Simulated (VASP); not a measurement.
**Sn: single point with PBE**

The system is Sn.

```
Sn
1.0
     0.00000    3.39274    3.39274
     3.39274    0.00000    3.39274
     3.39274    3.39274    0.00000
Sn
2
Direct
  0.00000 0.00000 0.00000
  0.25000 0.25000 0.25000
```

This isn't the form of Sn at room conditions, which is tetragonal (white tin).

| Property | Result |
| --- | --- |
| Program | VASP 6.6.1 |
| Task | single point |
| Functional | PBE |
| Potentials or basis | VASP PAW PBE potentials, release 64 (Sn_d) |
| Cutoff | 520 eV |
| k mesh | 28 × 28 × 28 |
| Occupations | fermi-dirac, width 0.0612256 eV |
| Spin | no spin polarisation |

```json
{
  "Pressure": "-1.9 GPa",
  "Band gap on the k mesh": "zero (bands 14 and 15 overlap by 0.32 eV)"
}
```

Levels at points of the mesh, in eV from the Fermi level:
```
           k point  band 11  band 12  band 13  band 14  band 15  band 16  band 17  band 18
(0.00, 0.00, 0.00)    -9.76    -1.51     0.11     0.11     0.11     2.15     2.15     2.15
(0.50, 0.00, 0.00)    -8.39    -5.85    -0.91    -0.91    -0.21     3.18     3.18     5.71
(0.50, 0.50, 0.00)    -7.08    -7.08    -2.04    -2.04     0.97     0.97     6.91     6.91
```

Wall time 8 min on 1 thread of AMD EPYC 9R45 96-Core Processor (Zen 5), with other jobs on the host, peak memory 0.8 GiB.

Caveat: spin-orbit coupling is left out, which moves the levels of the heavy elements.
